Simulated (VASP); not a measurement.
Set up this calculation in VASP 6.6.1, as the native input.

| Property | Result |
| --- | --- |
| Task | single point |
| Functional | PBE |
| Potentials or basis | VASP PAW PBE potentials, release 64 (Hf_pv) |
| Cutoff | 520 eV |
| k mesh | 17 × 17 × 17 |
| Occupations | fermi-dirac, width 0.08 eV |
| Spin | no spin polarisation |
| Dipole correction | no |
| Further INCAR settings | ALGO = Normal; EDIFF = 1e-06; NBANDS = 11 |

The structure of Hf lies in POSCAR:

```
Hf
1.0
   -1.6118233640      1.6118233640      1.6118233640
    1.6118233640     -1.6118233640      1.6118233640
    1.6118233640      1.6118233640     -1.6118233640
Hf
1
Direct
    0.0000000000      0.0000000000      0.0000000000
```

This cell differs from its parent crystal: volume scaled by 0.75.

These files were run (other wordings do the same):

INCAR

```
PREC = Accurate
ENCUT = 520
EDIFF = 1E-6
ISMEAR = -1
SIGMA = 0.08
LREAL = F
LASPH = T
NELM = 100
ALGO = Normal
ISIF = 2
LWAVE = F
LCHARG = F
GGA = PE
NBANDS = 11
```

KPOINTS

```
regular mesh
0
Gamma
  17 17 17
```

Potentials or basis: VASP PAW PBE potentials, release 64 (Hf_pv).

Launch:

```sh
$ cat potpaw_PBE.64/Hf_pv/POTCAR > POTCAR
$ mpirun -np 1 vasp_std > vasp.out
```

It gave:

```
Pressure               : 45.2 GPa
Band gap on the k mesh : zero (band 5 reaches 8.41 eV, above the bottom of band 6 at 5.68 eV)
```

Caveat: spin-orbit coupling is left out, which moves the levels of the heavy elements.

Wall time 15 s on 1 thread of Intel Xeon 6975P-C, on a shared host, peak memory 0.16 GiB.
